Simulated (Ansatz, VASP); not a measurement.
NaCl in VASP and in Ansatz

Contents of INCAR:

```
SYSTEM = NaCl
  PREC = Accurate
  ENCUT = 520
  EDIFF = 1E-6
  ISMEAR = -1
  SIGMA = 0.02
  LREAL = .False.
  LASPH = .True.
  NELM = 80
  ALGO = Normal
  ISIF = 2
  LWAVE = .False.
  LCHARG = .False.
  GGA = PS
  NBANDS = 14
```

KPOINTS

```
regular mesh
0
Gamma
  8 8 8
  0 0 0
```

The input POSCAR:

```
NaCl
1.0
    2.8695017309      0.0000000000      0.0000000000
    0.0000000000      2.8695017309      0.0000000000
    0.0000000000      0.0000000000      2.8695017309
Na Cl
1 1
Direct
    0.0000000000      0.0000000000      0.0000000000
    0.5000000000      0.5000000000      0.5000000000
```

Input for Ansatz:

```yaml
crystal:
  lattice:
    - [2.8695017309, 0.0, 0.0]
    - [0.0, 2.8695017309, 0.0]
    - [0.0, 0.0, 2.8695017309]
  atoms:
    - { symbol: Na, position: [0.0, 0.0, 0.0] }
    - { symbol: Cl, position: [0.5, 0.5, 0.5] }
kpoints:
  mp_grid: { grid: [8, 8, 8] }
  band_path:
    path:
      - [0.0, 0.0, 0.0]
      - [0.0, 0.5, 0.0]
      - [0.5, 0.5, 0.0]
      - [0.0, 0.0, 0.0]
      - [0.5, 0.5, 0.5]
      - [0.0, 0.5, 0.0]
      - [0.5, 0.5, 0.5]
      - [0.5, 0.5, 0.0]
    npoints: 5
scf:
  occupations: { method: fermi_dirac, width: 0.02 }
hamiltonian:
  xc: pbesol
  pseudopotentials: { kind: all_electron, lapw: { basis_error: 0.00025 } }
output:
  forces: true
  stress: true
  eigenvalues: true
```

Change from the starting cell: volume scaled by 1.01.

Alike in both runs: task single point; functional PBEsol; k mesh 8 × 8 × 8; occupations fermi-dirac, width 0.02 eV; no spin polarisation.

```csv
,VASP,Ansatz
version,VASP 6.6.1,Ansatz 0.2.0
potentials or method,"VASP PAW PBE potentials, release 64 (Na_pv, Cl), cutoff 520 eV","all-electron LAPW, scalar-relativistic"
```

```csv
,VASP,Ansatz,Ansatz less VASP
gap on the k mesh at the Fermi level (eV),4.24,4.19,-0.051
pressure (GPa),57.7,57.1,-0.61
```

VASP's potentials were made for PBE, not for PBEsol. Both programs put the cell under a high pressure, so it lies far from rest at this level. Ansatz ran all-electron here, and VASP with PAW potentials.
